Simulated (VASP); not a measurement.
# Hf2N in VASP: further runs, part 2 of 2

VASP 6.6.1. The steps go on from the part before.

### Step 3. Single point, LDA

This run uses another cell than the first one, of 14.71 Å³/atom, 0.966 times its volume.

File INCAR:

```
SYSTEM = Hf2N
PREC     = Accurate       ! precision mode
ENCUT    = 520            ! plane-wave cutoff, eV
EDIFF    = 1E-6           ! SCF threshold, eV
ISMEAR   = 0              ! smearing method
SIGMA    = 0.15           ! smearing width, eV
LREAL    = .FALSE.        ! projectors in reciprocal space
LASPH    = .TRUE.         ! aspherical terms in the spheres
NELM     = 100            ! most SCF steps
ALGO     = Normal         ! electronic algorithm
ISIF     = 2              ! what is computed and relaxed
LWAVE    = .FALSE.        ! write WAVECAR
LCHARG   = .FALSE.        ! write CHGCAR
NBANDS   = 34             ! bands
```

File KPOINTS:

```
regular mesh
0
G
  8 8 12
  0 0 0
```

File POSCAR:

```
Hf2N
1.0
    5.2521585898      0.0000000000      0.0000000000
    0.0000000000      5.2521585898      0.0000000000
    0.0000000000      0.0000000000      3.2005839592
Hf N
4 2
Direct
    0.2954034337      0.2954034337      0.0000000000
    0.7045965663      0.7045965663      0.0000000000
    0.7954034337      0.2045965663      0.5000000000
    0.2045965663      0.7954034337      0.5000000000
    0.0000000000      0.0000000000      0.0000000000
    0.5000000000      0.5000000000      0.5000000000
```

Potentials or basis: VASP PAW LDA potentials, release 64 (Hf_pv, N).

Command:

```console
$ cat potpaw_LDA.64/Hf_pv/POTCAR potpaw_LDA.64/N/POTCAR > POTCAR
$ mpirun -np 1 vasp_std > vasp.out
```

OUTCAR:

```text
SYSTEM = Hf2N
   PREC = Accurate
   ENCUT = 520
   EDIFF = 1E-6
   ISMEAR = 0
   LREAL = .FALSE.
   LASPH = .TRUE.
   NELM = 100
   ISIF = 2

 ion  position               nearest neighbor table
   1  0.295  0.295  0.000-   5 2.19   6 2.21   6 2.21   2 3.04   4 3.11   3 3.11   4 3.11   3 3.11
                             4 3.11   4 3.11   3 3.11   3 3.11   2 3.77   2 3.77
   2  0.705  0.705  0.000-   5 2.19   6 2.21   6 2.21   1 3.04   4 3.11   3 3.11   4 3.11   3 3.11
                             3 3.11   3 3.11   4 3.11   4 3.11   1 3.77   1 3.77
   3  0.795  0.205  0.500-   6 2.19   5 2.21   5 2.21   4 3.04   1 3.11   1 3.11   2 3.11   2 3.11
                             2 3.11   2 3.11   1 3.11   1 3.11   4 3.77   4 3.77
   4  0.205  0.795  0.500-   6 2.19   5 2.21   5 2.21   3 3.04   1 3.11   1 3.11   2 3.11   2 3.11
                             1 3.11   1 3.11   2 3.11   2 3.11   3 3.77   3 3.77
   5  0.000  0.000  0.000-   1 2.19   2 2.19   3 2.21   4 2.21   3 2.21   4 2.21
[... 1103 lines left out ...]

 VOLUME and BASIS-vectors are now :
 -----------------------------------------------------------------------------
  energy-cutoff  :      520.00
  volume of cell :       88.29
      direct lattice vectors                 reciprocal lattice vectors
     5.252158590  0.000000000  0.000000000     0.190397906  0.000000000  0.000000000
     0.000000000  5.252158590  0.000000000     0.000000000  0.190397906  0.000000000
     0.000000000  0.000000000  3.200583959     0.000000000  0.000000000  0.312442983

 POSITION                                       TOTAL-FORCE (eV/Angst)
 -----------------------------------------------------------------------------------
      1.55151      1.55151      0.00000         0.004362      0.004362      0.000000
      3.70065      3.70065      0.00000        -0.004362     -0.004362     -0.000000
      4.17758      1.07457      1.60029         0.004362     -0.004362     -0.000000
      1.07457      4.17758      1.60029        -0.004362      0.004362     -0.000000
      0.00000      0.00000      0.00000         0.000000      0.000000     -0.000000
      2.62608      2.62608      1.60029         0.000000      0.000000     -0.000000
 -----------------------------------------------------------------------------------
    total drift:                                0.000000     -0.000000     -0.000000

  FREE ENERGIE OF THE ION-ELECTRON SYSTEM (eV)
  ---------------------------------------------------
  free  energy   TOTEN  =       -69.6088798858 eV

  energy  without entropy=      -69.5813627266  energy(sigma->0) =      -69.59512131
```

OSZICAR:

```text
N       E                     dE             d eps       ncg     rms          rms(c)
DAV:   1     0.215164992859E+03    0.21516E+03   -0.27622E+04  7148   0.145E+03
DAV:   2    -0.630245388757E+02   -0.27819E+03   -0.26650E+03  8844   0.354E+02
DAV:   3    -0.765569184517E+02   -0.13532E+02   -0.13199E+02  9218   0.566E+01
DAV:   4    -0.767634653924E+02   -0.20655E+00   -0.20545E+00  8796   0.720E+00
DAV:   5    -0.767677113338E+02   -0.42459E-02   -0.42399E-02  9116   0.851E-01    0.109E+02
DAV:   6    -0.701027018983E+02    0.66650E+01   -0.37964E+01  8394   0.245E+01    0.784E+01
DAV:   7    -0.698794178658E+02    0.22328E+00   -0.58469E+00  8432   0.108E+01    0.184E+01
DAV:   8    -0.696150751584E+02    0.26434E+00   -0.11579E+00  8756   0.424E+00    0.262E+00
DAV:   9    -0.696110923750E+02    0.39828E-02   -0.11079E-01  8376   0.153E+00    0.262E+00
DAV:  10    -0.696090276281E+02    0.20647E-02   -0.17290E-02  8682   0.615E-01    0.827E-01
DAV:  11    -0.696090387458E+02   -0.11118E-04   -0.31721E-03  8694   0.259E-01    0.711E-01
DAV:  12    -0.696088796862E+02    0.15906E-03   -0.53190E-04  8462   0.955E-02    0.245E-01
DAV:  13    -0.696088799041E+02   -0.21789E-06   -0.61563E-05  8818   0.351E-02    0.426E-02
DAV:  14    -0.696088798858E+02    0.18328E-07   -0.13204E-06  5308   0.647E-03
   1 F= -.69608880E+02 E0= -.69595121E+02  d E =-.275172E-01
```

stdout:

```text
POSCAR found type information on POSCAR HfN
 POSCAR found :  2 types and       6 ions
 scaLAPACK will be used
 LDA part: xc-table for (Slater(with rela. corr.)+CA(PZ))
 , standard interpolation
 POSCAR, INCAR and KPOINTS ok, starting setup
 FFT: planning ... GRIDC
 FFT: planning ... GRID_SOFT
 FFT: planning ... GRID
 WAVECAR not read
 entering main loop
```

It took 4.6 min on 1 thread of Oxide Virtual Turin-like, shared host; peak memory 0.31 GiB.

What came out:

| Quantity | Value |
| --- | --- |
| Free energy | -69.6089 eV |
| Pressure | -0.2 GPa |
| Largest force | 0.006 eV/Å |
| Band gap on the k mesh | zero (band 25 reaches 7.60 eV, above the bottom of band 26 at 4.83 eV) |

Forces in eV/Å, atoms in the order of the input:
```
Hf   0.004  0.004  0.000
Hf  -0.004 -0.004  0.000
Hf   0.004 -0.004  0.000
Hf  -0.004  0.004  0.000
N    0.000  0.000  0.000
N    0.000  0.000  0.000
```

Levels at points of the mesh, in eV from the Fermi level:
```
           k point  band 22  band 23  band 24  band 25  band 26  band 27  band 28  band 29
(0.00, 0.00, 0.00)    -2.19     0.09     0.75     1.02     1.15     1.15     1.60     1.77
(0.50, 0.00, 0.00)    -2.49    -1.09    -1.09     1.52     1.52     1.89     1.89     2.02
(0.50, 0.50, 0.00)    -1.77    -1.42    -1.42     1.08     1.08     1.56     1.56     1.95
(0.00, 0.00, 0.50)    -1.44    -1.26    -1.26    -1.25    -1.25     2.22     2.22     3.78
(0.50, 0.00, 0.50)    -2.03    -1.10    -1.10    -0.93    -0.93     1.82     1.82     3.94
(0.50, 0.50, 0.50)    -1.75    -0.94    -0.94    -0.43    -0.43     1.35     1.35     3.02
```

Caveat: spin-orbit coupling is left out, which moves the levels of the heavy elements.
